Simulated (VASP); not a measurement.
# PbS (Galena) (Fm-3m) in VASP: a series of runs, part 2 of 2

VASP 6.6.1.

## Step 4: Single point, PBE

The input, INCAR:

```
SYSTEM = PbS
PREC = Accurate
ENCUT = 520
EDIFF = 1E-6
ISMEAR = 0
SIGMA = 0.01
LREAL = .False.
LASPH = .True.
NELM = 60
ALGO = Normal
ISIF = 2
LWAVE = .False.
LCHARG = .False.
GGA = PE
NBANDS = 17
```

The input, KPOINTS:

```
regular mesh
0
Gamma
  6 6 6
  0 0 0
```

The input, POSCAR:

```
PbS
1.0
    4.1942040000      0.0000000000      0.0000000000
    2.0971020000      3.6322872127      0.0000000000
    2.0971020000      1.2107624042      3.4245532257
Pb S
1 1
Direct
    0.0000000000      0.0000000000      0.0000000000
    0.5000000000      0.5000000000      0.5000000000
```

Potentials or basis: VASP PAW PBE potentials, release 64 (Pb_d, S).

Launch:

```sh
cat potpaw_PBE.64/Pb_d/POTCAR potpaw_PBE.64/S/POTCAR > POTCAR
mpirun -np 1 vasp_std > vasp.out
```

OUTCAR:

```text
SYSTEM = PbS
   PREC = Accurate
   ENCUT = 520
   EDIFF = 1E-6
   ISMEAR = 0
   LREAL = .False.
   LASPH = .True.
   NELM = 60
   ISIF = 2
   GGA = PE

 ion  position               nearest neighbor table
   1  0.000  0.000  0.000-   2 2.97   2 2.97   2 2.97   2 2.97   2 2.97   2 2.97
   2  0.500  0.500  0.500-   1 2.97   1 2.97   1 2.97   1 2.97   1 2.97   1 2.97

  LATTYP: Found a face centered cubic cell.
 ALAT       =     5.9315001802

  Lattice vectors:

 A1 = (   4.1942040000,   0.0000000000,   0.0000000000)
 A2 = (   2.0971020000,   3.6322872127,   0.0000000000)
 A3 = (   2.0971020000,   1.2107624042,   3.4245532257)

Analysis of symmetry for initial positions (statically):
=====================================================================
 Subroutine PRICEL returns:
 Original cell was already a primitive cell.

 Routine SETGRP: Setting up the symmetry group for a
 face centered cubic supercell.

 Subroutine GETGRP returns: Found 48 space group operations
 (whereof 48 operations were pure point group operations)
 out of a pool of 48 trial point group operations.

The static configuration has the point symmetry O_h .

Analysis of symmetry for dynamics (positions and initial velocities):
=====================================================================
 Subroutine PRICEL returns:
 Original cell was already a primitive cell.

 Routine SETGRP: Setting up the symmetry group for a
 face centered cubic supercell.

 Subroutine GETGRP returns: Found 48 space group operations
 (whereof 48 operations were pure point group operations)
 out of a pool of 48 trial point group operations.

The dynamic configuration has the point symmetry O_h .

 Subroutine INISYM returns: Found 48 space group operations
 (whereof 48 operations are pure point group operations),
 and found     1 'primitive' translations

----------------------------------------------------------------------------------------

                                     Primitive cell

  volume of cell :      52.1715

  direct lattice vectors                    reciprocal lattice vectors
     4.194204000  0.000000000  0.000000000     0.238424264 -0.137654313 -0.097336298
     2.097102000  3.632287213  0.000000000     0.000000000  0.275308626 -0.097336298
     2.097102000  1.210762404  3.424553226     0.000000000  0.000000000  0.292008894

  length of vectors
     4.194204000  4.194204000  4.194204000     0.292008894  0.292008894  0.292008894

  position of ions in fractional coordinates (direct lattice)
     0.000000000  0.000000000  0.000000000
     0.500000000  0.500000000  0.500000000

  ion indices of the primitive-cell ions
   primitive index   ion index
                 1           1
                 2           2

----------------------------------------------------------------------------------------

 KPOINTS: regular mesh

Automatic generation of k-mesh.
 Grid dimensions read from file:
 generate k-points for:    6    6    6

 Generating k-lattice:

  Cartesian coordinates                     Fractional coordinates (reciprocal lattice)
     0.039737377 -0.022942385 -0.016222716     0.166666667  0.000000000  0.000000000
     0.000000000  0.045884771 -0.016222716     0.000000000  0.166666667  0.000000000
     0.000000000  0.000000000  0.048668149     0.000000000  0.000000000  0.166666667

  Length of vectors
     0.048668149  0.048668149  0.048668149

  Shift w.r.t. Gamma in fractional coordinates (k-lattice)
     0.000000000  0.000000000  0.000000000

 Subroutine IBZKPT returns following result:
 ===========================================

 Found     16 irreducible k-points:

 Following reciprocal coordinates:
            Coordinates               Weight
  0.000000  0.000000  0.000000      1.000000
  0.166667  0.000000 -0.000000      8.000000
  0.333333 -0.000000 -0.000000      8.000000
  0.500000  0.000000 -0.000000      4.000000
  0.166667  0.166667 -0.000000      6.000000
  0.333333  0.166667 -0.000000     24.000000
[... 8 lines left out ...]
 -0.333333  0.333333  0.166667     24.000000
 -0.333333  0.500000  0.166667     12.000000
   k-points           NKPTS =     16   k-points in BZ     NKDIM =     16   number of bands    NBANDS=     17
   number of dos      NEDOS =    301   number of ions     NIONS =      2
   total plane-waves  NPLWV =  32768
   dimension x,y,z NGX =    32 NGY =   32 NGZ =   32
   dimension x,y,z NGXF=    64 NGYF=   64 NGZF=   64
   ions per type =               1   1
   NGX,Y,Z   is equivalent  to a cutoff of  12.68, 12.68, 12.68 a.u.
   NGXF,Y,Z  is equivalent  to a cutoff of  25.37, 25.37, 25.37 a.u.
 SYSTEM =  PbS
   PREC   = accura    normal or accurate (medium, high low for compatibility)
   ISTART =      0    job   : 0-new  1-cont  2-samecut
   ICHARG =      2    charge: 1-file 2-atom 10-const
   ISPIN  =      1    spin polarized calculation?
   LNONCOLLINEAR =      F non collinear calculations
   LSORBIT =      F    spin-orbit coupling
   LASPH  =      T    aspherical Exc in radial PAW
   ENCUT  =  520.0 eV  38.22 Ry    6.18 a.u.   7.80  7.80  7.80*2*pi/ulx,y,z
   NELM   =     60;   NELMIN=  2; NELMDL= -5     # of ELM steps
   EDIFF  = 0.1E-05   stopping-criterion for ELM
   LREAL  =      F    real-space projection
   EDIFFG = 0.1E-04   stopping-criterion for IOM
   NSW    =      0    number of steps for IOM
   IBRION =     -1    ionic relax: 0-MD 1-quasi-New 2-CG
   NFREE  =      0    steps in history (QN), initial steepest desc. (CG)
   ISIF   =      2    stress and relaxation
   ISYM   =      2    0-nonsym 1-usesym 2-fastsym
   POTIM  = 0.5000    time-step for ionic-motion
   TEBEG  =    0.0;   TEEND  =   0.0 temperature during run
   PSTRESS=    0.0 pullay stress
   NELECT =      20.0000    total number of electrons
   NUPDOWN=      -1.0000    fix difference up-down
   EMIN   =  10.00;   EMAX   =-10.00  energy-range for DOS
   EFERMI =   0.00;   METHOD = LEGACY
   ISMEAR =     0;   SIGMA  =   0.01  broadening in eV -4-tet -1-fermi 0-gaus
   EFERMI_NEDOS =   21; number of points for ismear=-14 and -15
   IALGO  =     38    algorithm
   IMIX   =      4    mixing-type and parameters
     AMIX     =   0.40;   BMIX     =  1.00
     AMIX_MAG =   1.60;   BMIX_MAG =  1.00
  volume/ion in A,a.u.               =      26.09       176.04
  Fermi-wavevector in a.u.,A,eV,Ry     =   1.189251  2.247359 19.242971  1.414319
  Thomas-Fermi vector in A             =   2.325363
   LORBIT       =      0    0 simple, 1 ext, 2 COOP (PROOUT), +10 PAW based schemes
   GGA     = PE    functional components
   LHFCALC =     F    Hartree Fock is set to
   AEXX    =    0.0000 exact exchange contribution
   IVDW    =     0    specifies the selected vdW correction
   LEPSILON=     F    determine dielectric tensor
   LRPA    =     F    only Hartree local field effects (RPA)
 non-spin polarized calculation
 Gauss-broadening in eV      SIGMA  =   0.01
  energy-cutoff  :      520.00
  volume of cell :       52.17
 maximum number of plane-waves:      1420
   NGX = 15   NGY = 15   NGZ = 15

 number of electron      19.9999998 magnetization

 Free energy of the ion-electron system (eV)
  ---------------------------------------------------
  ext. energy  EPLUGINS =         0.00000000
  ---------------------------------------------------
  free energy    TOTEN  =        -8.75756461 eV

  energy without entropy =       -8.75756461  energy(sigma->0) =       -8.75756461

 E-fermi :   5.9513     XC(G=0):  -9.6832

 val. band max:        5.8209217709   @ k =   0.5000   0.0000  -0.0000
 cond. band min:       6.1862440195   @ k =   0.5000   0.0000  -0.0000
 fundamental gap:      0.3653222486
 Fermi energy:         5.9512525545

 k-point     1 :       0.0000    0.0000    0.0000
  band No.  band energies     occupation
      1     -11.0008      2.00000
      2     -11.0008      2.00000
      3     -11.0008      2.00000
      4     -10.9845      2.00000
      5     -10.9845      2.00000
      6      -7.7773      2.00000
[... 9 lines left out ...]
     16      12.5521      0.00000
     17      14.4789      0.00000
[... 281 lines left out ...]
 k-point    16 :      -0.3333    0.5000    0.1667
  band No.  band energies     occupation
      1     -11.1076      2.00000
      2     -11.0056      2.00000
      3     -10.9753      2.00000
      4     -10.9624      2.00000
      5     -10.9398      2.00000
      6      -6.0761      2.00000
[... 9 lines left out ...]
     16      17.6647      0.00000
     17      18.0751      0.00000

------------------------ aborting loop because EDIFF is reached ----------------------------------------

  FORCE on cell =-STRESS in cart. coord.  units (eV):
  Direction    XX          YY          ZZ          XY          YZ          ZX
  --------------------------------------------------------------------------------------
  -------------------------------------------------------------------------------------
  Total        0.6913415      0.6913415      0.6913415      0.0000000     -0.0000000      0.0000000
  in kB       21.2309577     21.2309577     21.2309577      0.0000000     -0.0000000      0.0000000
  external PRESSURE =      21.2309577 kB  Pullay stress =       0.0000000 kB

 VOLUME and BASIS-vectors are now :
 -----------------------------------------------------------------------------
  energy-cutoff  :      520.00
  volume of cell :       52.17
      direct lattice vectors                 reciprocal lattice vectors
     4.194204000  0.000000000  0.000000000     0.238424264 -0.137654313 -0.097336298
     2.097102000  3.632287213  0.000000000     0.000000000  0.275308626 -0.097336298
     2.097102000  1.210762404  3.424553226     0.000000000  0.000000000  0.292008894

 POSITION                                       TOTAL-FORCE (eV/Angst)
 -----------------------------------------------------------------------------------
      0.00000      0.00000      0.00000        -0.000000     -0.000000      0.000000
      4.19420      2.42152      1.71228         0.000000      0.000000      0.000000
 -----------------------------------------------------------------------------------
    total drift:                               -0.000000      0.000000      0.000000

  FREE ENERGIE OF THE ION-ELECTRON SYSTEM (eV)
  ---------------------------------------------------
  free  energy   TOTEN  =        -8.7575646082 eV

  energy  without entropy=       -8.7575646082  energy(sigma->0) =       -8.75756461
```

OSZICAR:

```text
N       E                     dE             d eps       ncg     rms          rms(c)
DAV:   1     0.158395212416E+03    0.15840E+03   -0.98111E+03   544   0.123E+03
DAV:   2     0.244408819676E+01   -0.15595E+03   -0.15092E+03   613   0.315E+02
DAV:   3    -0.894460200009E+01   -0.11389E+02   -0.11334E+02   676   0.893E+01
DAV:   4    -0.922993968208E+01   -0.28534E+00   -0.28511E+00   735   0.158E+01
DAV:   5    -0.923880655690E+01   -0.88669E-02   -0.88662E-02   764   0.262E+00    0.463E+00
DAV:   6    -0.875346449174E+01    0.48534E+00   -0.13878E+00   847   0.799E+00    0.326E+00
DAV:   7    -0.875430109797E+01   -0.83661E-03   -0.14377E-01   669   0.189E+00    0.188E+00
DAV:   8    -0.875791783667E+01   -0.36167E-02   -0.16651E-02   606   0.138E+00    0.270E-01
DAV:   9    -0.875736956634E+01    0.54827E-03   -0.34425E-03   839   0.513E-01    0.845E-02
DAV:  10    -0.875755486902E+01   -0.18530E-03   -0.37251E-04   619   0.116E-01    0.532E-02
DAV:  11    -0.875756389896E+01   -0.90299E-05   -0.53414E-05   751   0.790E-02    0.144E-02
DAV:  12    -0.875756460823E+01   -0.70927E-06   -0.42328E-06   702   0.222E-02
   1 F= -.87575646E+01 E0= -.87575646E+01  d E =-.177533E-77
```

stdout:

```text
POSCAR found type information on POSCAR PbS
 POSCAR found :  2 types and       2 ions
 scaLAPACK will be used
 LDA part: xc-table for (Slater+PW92), standard interpolation
 POSCAR, INCAR and KPOINTS ok, starting setup
 FFT: planning ... GRIDC
 FFT: planning ... GRID_SOFT
 FFT: planning ... GRID
 WAVECAR not read
 entering main loop
```

Run time: 6.7 s. Hardware: 1 thread of AMD EPYC 9R45 (Zen 5), shared host; peak memory 0.14 GiB.

What came out:

| Quantity | Value |
| --- | --- |
| Free energy | -8.7576 eV |
| Pressure | 2.1 GPa |
| Band gap on the k mesh | 0.37 eV, direct |

Levels at points of the mesh, in eV from the valence-band top:
| k point | band 8 | band 9 | band 10 | band 11 | band 12 | band 13 |
| --- | --- | --- | --- | --- | --- | --- |
| (0.00, 0.00, 0.00) | -2.17 | -2.17 | -2.17 | 5.21 | 5.21 | 5.21 |
| (0.50, 0.00, 0.00) | -1.78 | -1.78 | 0.00 | 0.37 | 1.96 | 1.96 |
| (0.50, 0.50, 0.00) | -5.20 | -3.44 | -3.44 | 3.86 | 5.58 | 5.68 |

Caveat: spin-orbit coupling is left out, which moves the levels of the heavy elements. A k mesh can miss the band edges.

## Step 5: Single point, PBE

The input, INCAR:

```
SYSTEM = PbS
  PREC = Accurate
  ENCUT = 520
  EDIFF = 1E-7
  ISMEAR = 0
  SIGMA = 0.01
  LREAL = .FALSE.
  LASPH = .TRUE.
  NELM = 60
  ALGO = Normal
  ISIF = 2
  LWAVE = .FALSE.
  LCHARG = .FALSE.
  GGA = PE
  NBANDS = 17
```

The input, KPOINTS:

```
regular mesh
0
G
  8 8 8
  0 0 0
```

POSCAR is that of step 4.

Launch:

```sh
cat potpaw_PBE.64/Pb_d/POTCAR potpaw_PBE.64/S/POTCAR > POTCAR
mpirun -np 1 vasp_std > vasp.out
```

Run time: 11 s. Hardware: 1 thread of AMD EPYC 9R45 (Zen 5), shared host; peak memory 0.15 GiB.

It converged, with:

```yaml
Free_energy: -8.7560 eV
Pressure: 2.2 GPa
Band_gap_on_the_k_mesh: 0.36 eV, direct
```

Levels at points of the mesh, in eV from the valence-band top:
```csv
k point,band 6,band 7,band 8,band 9,band 10,band 11,band 12,band 13,band 14,band 15
"(0.00, 0.00, 0.00)",-13.60,-6.04,-2.17,-2.17,-2.17,5.21,5.21,5.21,6.73,6.73
"(0.50, 0.00, 0.00)",-12.36,-8.85,-1.78,-1.78,0.00,0.36,1.96,1.96,8.66,10.12
"(0.50, 0.50, 0.00)",-11.93,-7.20,-5.20,-3.44,-3.44,3.86,5.58,5.68,5.68,11.17
```

Caveat: spin-orbit coupling is left out, which moves the levels of the heavy elements. A k mesh can miss the band edges.

## Step 6: The runs side by side

| k mesh | gap on the mesh (eV) | pressure (GPa) |
| --- | --- | --- |
| 2 × 2 × 2 | 0.14 | 10.5 |
| 4 × 4 × 4 | 0.36 | 2.3 |
| 6 × 6 × 6 | 0.37 | 2.1 |
| 8 × 8 × 8 | 0.36 | 2.2 |

Alike in all rows: task single point; level PBE; potentials or basis VASP PAW PBE potentials, release 64 (Pb_d, S); no spin polarisation; cell as given; cutoff (eV) 520; smearing gaussian 0.01 eV.

Caveats: some runs use coarse meshes; spin-orbit coupling is left out, which moves the levels of the heavy elements.

Total energies depend on the potentials used, so only differences within one code and one set of settings carry meaning.
